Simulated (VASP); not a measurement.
## Si2C: single point with PBE

Si2C:

```
Si C
1.0
     2.98755    0.00000    0.00000
    -1.49378    2.58729    0.00000
     0.00000    0.00000    9.36242
Si C
4 2
Cartesian
  0.0000 1.7249 0.0000
  0.0000 1.7249 2.5945
  0.0000 1.7249 6.7679
  1.4938 0.8624 4.6812
  1.4938 0.8624 1.8196
  1.4938 0.8624 7.5428
```

```yaml
Program: VASP 6.6.1
Task: single point
Functional: PBE
Potentials_or_basis: VASP PAW PBE potentials, release 64 (Si, C)
Cutoff: 520 eV
k_mesh: 6 × 6 × 2
Occupations: gaussian, width 0.1 eV
Spin: collinear spin, ferromagnetic start
Starting_moments: "[0.0, 0.0, 0.0, 0.0, 1.0, 1.0] μB"
Dipole_correction: no
Further_INCAR_settings: ALGO = Normal; EDIFF = 1e-06; NBANDS = 25
```

```
Pressure                                              : 0.2 GPa
Largest force                                         : 0.019 eV/Å
Band gap on the k mesh                                : zero (filled and empty bands overlap)
Net moment                                            : 0.00 μB per cell
Valence electrons inside the program's atomic spheres : Si 1.45, 1.65, 1.53; C 2.43
```

Forces in eV/Å, atoms in the order of the input:
```
Si   0.000  0.000  0.000
Si   0.000  0.000 -0.009
Si   0.000  0.000  0.009
Si   0.000  0.000  0.000
C    0.000  0.000  0.019
C    0.000  0.000 -0.019
```

Stress tensor (GPa, compression positive):
```
 0.42  0.00  0.00
 0.00  0.42  0.00
 0.00  0.00 -0.33
```

Levels at points of the mesh, in eV from the Fermi level:
Spin up:
```
           k point  band 8  band 9  band 10  band 11  band 12  band 13  band 14  band 15  band 16  band 17
(0.00, 0.00, 0.00)   -1.15   -1.03    -1.03    -0.94     4.78     5.23     5.48     6.06     6.06     6.35
(0.50, 0.00, 0.00)   -4.33   -3.16    -3.04    -2.93    -2.02     0.98     1.63     2.74     3.26     3.32
(0.00, 0.00, 0.50)   -1.14   -1.04    -1.04     1.89     3.07     5.19     6.10     6.23     6.23     6.26
(0.50, 0.00, 0.50)   -4.64   -3.12    -2.97    -2.00    -1.29     0.14     1.33     2.83     2.93     3.02
```
Spin down:
```csv
k point,band 8,band 9,band 10,band 11,band 12,band 13,band 14,band 15,band 16,band 17
"(0.00, 0.00, 0.00)",-1.15,-1.03,-1.03,-0.94,4.78,5.23,5.48,6.06,6.06,6.35
"(0.50, 0.00, 0.00)",-4.33,-3.16,-3.04,-2.93,-2.02,0.98,1.63,2.74,3.26,3.32
"(0.00, 0.00, 0.50)",-1.14,-1.04,-1.04,1.89,3.07,5.19,6.10,6.23,6.23,6.26
"(0.50, 0.00, 0.50)",-4.64,-3.12,-2.97,-2.00,-1.29,0.14,1.33,2.83,2.93,3.02
```

Wall time 40 s on 1 thread of Intel(R) Xeon(R) Platinum 8488C (Sapphire Rapids), with other jobs on the host, peak memory 0.22 GiB.

Caveat: the k points lie up to 0.40 Å⁻¹ apart.
